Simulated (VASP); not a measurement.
# Ti (P6_3/mmc) in VASP: notebook, part 2 of 2

VASP 6.6.1. Earlier steps stand in the parts before.

### 3 Single point, PBEsol

This run uses another cell than the first one, of 15.06 Å³/atom, 1.083 times its volume.

INCAR reads:

```
SYSTEM = Ti
PREC     = Accurate       ! precision mode
ENCUT    = 520            ! plane-wave cutoff, eV
EDIFF    = 1E-6           ! SCF threshold, eV
ISMEAR   = 0              ! smearing method
SIGMA    = 0.1            ! smearing width, eV
LREAL    = .False.        ! projectors in reciprocal space
LASPH    = .True.         ! aspherical terms in the spheres
NELM     = 100            ! most SCF steps
ALGO     = Normal         ! electronic algorithm
ISIF     = 2              ! what is computed and relaxed
LWAVE    = .False.        ! write WAVECAR
LCHARG   = .False.        ! write CHGCAR
GGA      = PS             ! functional
NBANDS   = 19             ! bands
```

KPOINTS reads:

```
regular mesh
0
Gamma
  18 18 10
  0 0 0
```

POSCAR reads:

```
Ti
1.0
    2.7986048560      0.0000000000      0.0000000000
   -1.3993024280      2.4236629004      0.0000000000
    0.0000000000      0.0000000000      4.4419291036
Ti
2
Direct
    0.3333333333      0.6666666667      0.2500000000
    0.6666666667      0.3333333333      0.7500000000
```

Potentials or basis: VASP PAW PBE potentials, release 64 (Ti_sv).

The run is started by

```sh
cat potpaw_PBE.64/Ti_sv/POTCAR > POTCAR
mpirun -np 1 vasp_std > vasp.out
```

OUTCAR:

```text
SYSTEM = Ti
   PREC = Accurate
   ENCUT = 520
   EDIFF = 1E-6
   ISMEAR = 0
   LREAL = .False.
   LASPH = .True.
   NELM = 100
   ISIF = 2
   GGA = PS

 ion  position               nearest neighbor table
   1  0.333  0.667  0.250-   2 2.75   2 2.75   2 2.75   2 2.75   2 2.75   2 2.75
   2  0.667  0.333  0.750-   1 2.75   1 2.75   1 2.75   1 2.75   1 2.75   1 2.75

  LATTYP: Found a hexagonal cell.
 ALAT       =     2.7986048560
 C/A-ratio  =     1.5871940957

  Lattice vectors:

[... 719 lines left out ...]

  FORCE on cell =-STRESS in cart. coord.  units (eV):
  Direction    XX          YY          ZZ          XY          YZ          ZX
  --------------------------------------------------------------------------------------
  -------------------------------------------------------------------------------------
  Total        2.7296441      2.7296441      2.7411553     -0.0000000      0.0000000      0.0000000
  in kB      145.1547308    145.1547308    145.7668594     -0.0000000      0.0000000      0.0000000
  external PRESSURE =     145.3587737 kB  Pullay stress =       0.0000000 kB

 VOLUME and BASIS-vectors are now :
 -----------------------------------------------------------------------------
  energy-cutoff  :      520.00
  volume of cell :       30.13
      direct lattice vectors                 reciprocal lattice vectors
     2.798604856  0.000000000  0.000000000     0.357320898  0.206299317  0.000000000
    -1.399302428  2.423662900  0.000000000     0.000000000  0.412598633  0.000000000
     0.000000000  0.000000000  4.441929104     0.000000000  0.000000000  0.225127411

 POSITION                                       TOTAL-FORCE (eV/Angst)
 -----------------------------------------------------------------------------------
     -0.00000      1.61578      1.11048         0.000000      0.000000      0.000000
      1.39930      0.80789      3.33145        -0.000000     -0.000000      0.000000
 -----------------------------------------------------------------------------------
    total drift:                               -0.000000      0.000000     -0.000000

  FREE ENERGIE OF THE ION-ELECTRON SYSTEM (eV)
  ---------------------------------------------------
  free  energy   TOTEN  =       -16.5472890444 eV

  energy  without entropy=      -16.5379447335  energy(sigma->0) =      -16.54261689
```

OSZICAR:

```text
N       E                     dE             d eps       ncg     rms          rms(c)
DAV:   1     0.261842872501E+03    0.26184E+03   -0.12982E+04  8468   0.162E+03
DAV:   2     0.116594754575E+02   -0.25018E+03   -0.24590E+03  8672   0.443E+02
DAV:   3    -0.172523740745E+02   -0.28912E+02   -0.28543E+02 15631   0.125E+02
DAV:   4    -0.183536334040E+02   -0.11013E+01   -0.10991E+01  9694   0.251E+01
DAV:   5    -0.183980601288E+02   -0.44427E-01   -0.44422E-01 12150   0.380E+00    0.144E+01
DAV:   6    -0.165361447231E+02    0.18619E+01   -0.61112E+00 10163   0.263E+01    0.407E+00
DAV:   7    -0.165162566259E+02    0.19888E-01   -0.82725E-01 12624   0.704E+00    0.224E+00
DAV:   8    -0.165567429799E+02   -0.40486E-01   -0.26847E-01  9010   0.594E+00    0.931E-01
DAV:   9    -0.165465771109E+02    0.10166E-01   -0.53938E-02  9466   0.262E+00    0.104E-01
DAV:  10    -0.165472985776E+02   -0.72147E-03   -0.44343E-03 11958   0.407E-01    0.805E-02
DAV:  11    -0.165473014208E+02   -0.28432E-05   -0.15030E-04 10387   0.101E-01    0.377E-02
DAV:  12    -0.165472896274E+02    0.11793E-04   -0.37883E-05  9879   0.588E-02    0.272E-03
DAV:  13    -0.165472890444E+02    0.58296E-06   -0.16788E-06  6407   0.157E-02
   1 F= -.16547289E+02 E0= -.16542617E+02  d E =-.934431E-02
```

Run time: 41 s. Hardware: 1 thread of Intel Xeon 6975P-C (Granite Rapids), shared host; peak memory 0.23 GiB.

Results:

```
Free energy            : -16.5473 eV
Pressure               : 14.5 GPa
Band gap on the k mesh : zero (band 12 reaches 10.71 eV, above the bottom of band 13 at 9.49 eV)
```

Levels at points of the mesh, in eV from the Fermi level:
| k point | band 9 | band 10 | band 11 | band 12 | band 13 | band 14 | band 15 | band 16 |
| --- | --- | --- | --- | --- | --- | --- | --- | --- |
| (0.00, 0.00, 0.00) | -6.52 | -3.08 | 0.83 | 0.83 | 0.97 | 1.23 | 1.45 | 1.45 |
| (0.50, 0.00, 0.00) | -2.63 | -2.54 | -2.27 | -0.42 | 0.48 | 0.75 | 1.38 | 4.00 |
| (0.00, 0.00, 0.50) | -4.47 | -4.47 | 0.07 | 0.07 | 0.73 | 0.73 | 0.73 | 0.73 |
| (0.50, 0.00, 0.50) | -2.97 | -2.97 | -1.02 | -1.02 | 1.78 | 1.78 | 2.00 | 2.00 |

Caveat: the PAW data sets were made with another functional, which shifts forces and pressure a little.
